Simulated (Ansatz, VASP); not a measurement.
## Two plane-wave programs on W

File INCAR:

```
SYSTEM = W
ALGO = Fast ; EDIFF = 1E-7
ENCUT = 520 ; GGA = PS
ISIF = 2 ; ISMEAR = 0
LASPH = .True. ; LCHARG = .True.
LELF = .True. ; LREAL = .False.
LVHAR = .True. ; LWAVE = .False.
NBANDS = 13 ; NELM = 100
PREC = Accurate ; SIGMA = 0.15
```

File KPOINTS:

```
k-points
0
Gamma
  26 26 26
  0 0 0
```

File POSCAR:

```
W
1.0
    0.0000000000      2.0589656399      1.9690108304
    2.0589656399      0.0000000000      1.9690108304
    2.0589656399      2.0589656399      0.0000000000
W
1
Direct
    0.0000000000      0.0000000000      0.0000000000
```

Input for Ansatz:

```yaml
crystal:
  lattice:
    - [0.0, 2.0589656399, 1.9690108304]
    - [2.0589656399, 0.0, 1.9690108304]
    - [2.0589656399, 2.0589656399, 0.0]
  atoms:
    - { symbol: W, position: [0.0, 0.0, 0.0] }
basis:
  ecutwfc: 420
kpoints:
  mp_grid: { grid: [26, 26, 26] }
hamiltonian:
  xc: pbesol
scf:
  occupations: { method: gaussian, width: 0.15 }
output:
  forces: true
  stress: true
  eigenvalues: true
```

Change from the starting cell: strain +0.030 along x and y, -0.015 along z, atoms carried along.

Alike in both runs: task single point; functional PBEsol; k mesh 26 × 26 × 26; occupations gaussian, width 0.15 eV; no spin polarisation.

|  | VASP | Ansatz |
| --- | --- | --- |
| version | VASP 6.6.1 | Ansatz 0.2.0 |
| potentials or method | VASP PAW PBE potentials, release 64 (W_sv), cutoff 520 eV | scalar-relativistic, plane waves, PAW |
| valence electrons in the cell | 14 | 14 |

|  | VASP | Ansatz | Ansatz less VASP |
| --- | --- | --- | --- |
| gap on the k mesh at the Fermi level (eV) | none | none | - |
| pressure (GPa) | -11.7 | -12.2 | -0.46 |
| traceless stress, the component that is largest in VASP (GPa) | -9.03 | -8.96 | +0.070 |

VASP's potentials were made for PBE, not for PBEsol. A gap of «none» marks a metal or a gap that the smearing closes.

Spin-orbit coupling is off throughout.
